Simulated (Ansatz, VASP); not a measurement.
## Two plane-wave programs on BN

```xyz
4
Lattice="2.6561 0.0000 0.0000 -1.3280 2.3002 0.0000 0.0000 0.0000 4.0578" Properties=species:S:1:pos:R:3 pbc="T T T"
B     1.3280    0.7667    4.0567
B     0.0000    1.5335    2.0278
N     1.3280    0.7667    2.5372
N     0.0000    1.5335    0.5083
```

Change from the starting cell: strain +0.040 along x and y, -0.040 along z, atoms carried along.

Alike in both runs: task single point; functional PBEsol; k mesh 12 × 12 × 6; occupations gaussian, width 0.05 eV; no spin polarisation.

|  | VASP | Ansatz |
| --- | --- | --- |
| version | VASP 6.6.1 | Ansatz 0.2.0 |
| potentials or method | VASP PAW PBE potentials, release 64 (B, N), cutoff 520 eV | scalar-relativistic, plane waves, PAW |
| valence electrons in the cell | 16 | 16 |

VASP gave:

- gap on the k mesh at the Fermi level (eV): 5.26
- least direct gap on the mesh (eV): 7.22
- pressure (GPa): -14.9
- traceless stress, the component that is largest in VASP (GPa): 47.63
- rms of the force components (eV/Å): 0.165

Problem. Estimate Ansatz's values.

Solution. gap on the k mesh at the Fermi level (eV): 5.28; least direct gap on the mesh (eV): 7.23; pressure (GPa): -15.3; traceless stress, the component that is largest in VASP (GPa): 47.28; rms of the force components (eV/Å): 0.154.

VASP's potentials were made for PBE, not for PBEsol. Atom by atom the forces differ by 0.011 eV/Å (rms over components). The functional is the same, so the differences come from potentials, cutoffs and numerics.
